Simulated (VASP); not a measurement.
Wanted: the native input for a VASP 6.6.1 run.

```yaml
Task: single point
Functional: r2SCAN
Potentials_or_basis: VASP PAW PBE potentials, release 64 (Al, Ru_pv)
Cutoff: 440 eV
k_mesh: 3 × 3 × 3
Occupations: methfessel-paxton, width 0.1 eV
Spin: no spin polarisation
Dipole_correction: no
Further_INCAR_settings: ALGO = Normal; EDIFF = 1e-06; NBANDS = 74
```

Al8Ru7 (a cell with a defect):

```
Al Ru
1.0
     6.00688    0.00000    0.00000
     0.00000    6.00688    0.00000
     0.00000    0.00000    6.00688
Al Ru
8 7
Direct
  0.99979 0.99741 0.99989
  0.99985 0.99743 0.49780
  0.99980 0.49948 0.99985
  0.99985 0.49946 0.49783
  0.50192 0.99741 0.99988
  0.50185 0.99741 0.49779
  0.50190 0.49949 0.99985
  0.50183 0.49947 0.49783
  0.25085 0.24845 0.24880
  0.25084 0.74843 0.24882
  0.25085 0.74847 0.74884
  0.75085 0.24847 0.24886
  0.75084 0.24845 0.74883
  0.75085 0.74843 0.24886
  0.75085 0.74846 0.74882
```

These files were run (other wordings do the same):

POSCAR

```
Al8Ru7
1.0
    6.0068828300      0.0000000000      0.0000000000
    0.0000000000      6.0068828300      0.0000000000
    0.0000000000      0.0000000000      6.0068828300
Al Ru
8 7
Direct
   -0.0002104500     -0.0025876100     -0.0001089000
   -0.0001484300     -0.0025683100      0.4977973600
   -0.0001977800      0.4994780300     -0.0001516100
   -0.0001481800      0.4994632600      0.4978325900
    0.5019161100     -0.0025917500     -0.0001154000
    0.5018509100     -0.0025866500      0.4977916000
    0.5018992700      0.4994894200     -0.0001501600
    0.5018349800      0.4994678700      0.4978260100
    0.2508507300      0.2484516500      0.2487988900
    0.2508392100      0.7484337500      0.2488172700
    0.2508507000      0.7484719700      0.7488400100
    0.7508464500      0.2484662000      0.2488629500
    0.7508393000      0.2484453200      0.7488294400
    0.7508513900      0.7484338300      0.2488601200
    0.7508549300      0.7484627300      0.7488175100
```

INCAR.step1

```
PREC = Accurate
ENCUT = 440
ISMEAR = 1
SIGMA = 0.1
LREAL = False
LASPH = True
NELM = 120
NBANDS = 74
GGA = PE
ALGO = Normal
EDIFF = 1E-5
LWAVE = True
LCHARG = False
GGA_COMPAT = False
```

INCAR.step2

```
PREC = Accurate
ENCUT = 440
EDIFF = 1E-6
ISMEAR = 1
SIGMA = 0.1
LREAL = False
LASPH = True
NELM = 120
ALGO = Normal
ISIF = 2
LWAVE = False
LCHARG = False
METAGGA = R2SCAN
LMIXTAU = True
NBANDS = 74
ISTART = 1
GGA_COMPAT = False
```

KPOINTS

```
regular mesh
0
Gamma
  3 3 3
```

Potentials or basis: VASP PAW PBE potentials, release 64 (Al, Ru_pv).

Run with:

```sh
$ cat potpaw_PBE.64/Al/POTCAR potpaw_PBE.64/Ru_pv/POTCAR > POTCAR
$ cp INCAR.step1 INCAR
$ mpirun -np 1 vasp_std > vasp.out
$ cp INCAR.step2 INCAR
$ mpirun -np 1 vasp_std > vasp.out
```

It gave:

```yaml
Pressure: -6.3 GPa
Largest_force: 0.135 eV/Å
Band_gap_on_the_k_mesh: zero (bands 61 and 62 overlap by 0.80 eV)
```

Caveat: the PAW data sets were made with another functional, which shifts forces and pressure a little.

It took 27 min on 1 thread of Oxide Virtual Turin-like Processor, on a shared host, peak memory 0.32 GiB.
